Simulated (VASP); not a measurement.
Input of a VASP 6.6.1 run:

File INCAR:

```
SYSTEM = Tl2H3
PREC     = Accurate       ! precision mode
ENCUT    = 520            ! plane-wave cutoff, eV
EDIFF    = 1E-6           ! SCF threshold, eV
ISMEAR   = 0              ! smearing method
SIGMA    = 0.1            ! smearing width, eV
LREAL    = .FALSE.        ! projectors in reciprocal space
LASPH    = .TRUE.         ! aspherical terms in the spheres
NELM     = 60             ! most SCF steps
ALGO     = Normal         ! electronic algorithm
ISIF     = 2              ! what is computed and relaxed
LWAVE    = .FALSE.        ! write WAVECAR
LCHARG   = .FALSE.        ! write CHGCAR
GGA      = PE             ! functional
NBANDS   = 22             ! bands
```

KPOINTS

```
Automatic mesh
0
G
  12 12 12
  0 0 0
```

Contents of POSCAR:

```
Tl2H3
1.0
    1.8873002484      1.0896333065      6.9443492127
   -1.8873002484      1.0896333065      6.9443492127
    0.0000000000     -2.1792666129      6.9443492127
Tl H
2 3
Direct
    0.4080479006      0.4080479006      0.4080479006
    0.5919520994      0.5919520994      0.5919520994
    0.0000000000      0.0000000000      0.0000000000
    0.2349753699      0.2349753699      0.2349753699
    0.7650246301      0.7650246301      0.7650246301
```

Potentials or basis: VASP PAW PBE potentials, release 64 (Tl_d, H).

Launch:

```console
$ cat potpaw_PBE.64/Tl_d/POTCAR potpaw_PBE.64/H/POTCAR > POTCAR
$ mpirun -np 1 vasp_std > vasp.out
```

Task: Predict the pressure.

Result: -0.1 GPa.

Task: What does it give for the band gap on the k mesh?

Result: Zero (an odd number of electrons rules out a gap without spin polarisation).

Caveat: spin-orbit coupling is left out, which moves the levels of the heavy elements.
